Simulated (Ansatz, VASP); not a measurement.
## One calculation of Ga, two programs

```
Ga
1.0
     1.47844   -4.14473    0.00000
     1.47844    4.14473    0.00000
     0.00000    0.00000    3.23217
Ga
2
Direct
  0.86700 0.13300 0.25000
  0.13300 0.86700 0.75000
```

Change from the starting cell: volume scaled by 1.06, PAW files.

Alike in both runs: task electric field gradients; functional LDA; k mesh 12 × 12 × 10; occupations fermi-dirac, width 0.08 eV; no spin polarisation.

|  | VASP | Ansatz |
| --- | --- | --- |
| version | VASP 6.6.1 | Ansatz 0.2.0 |
| potentials or method | VASP PAW LDA potentials, release 64 (Ga_d) | PAW with Ansatz's default frozen-core files, scalar-relativistic |
| plane-wave cutoff (eV) | 520 | 420 |
| valence electrons in the cell | 26 | 26 |

Ansatz gave:

| Quantity | Value |
| --- | --- |
| pressure (GPa) | -6.0 |
| traceless stress, the component that is largest in VASP (GPa) | -1.58 |
| rms of the force components (eV/Å) | 0.085 |
| size of Vzz on the site where it differs most (V/Å²) | 26.8 |

Task: Which values does VASP return?

Result: Pressure (GPa): -5.9; traceless stress, the component that is largest in VASP (GPa): -1.60; rms of the force components (eV/Å): 0.086; size of Vzz on the site where it differs most (V/Å²): 26.0.

LDA's correlation is that of Perdew and Zunger in VASP and of Perdew and Wang (1992) in Ansatz. Atom by atom the forces differ by 0.002 eV/Å (rms over components).
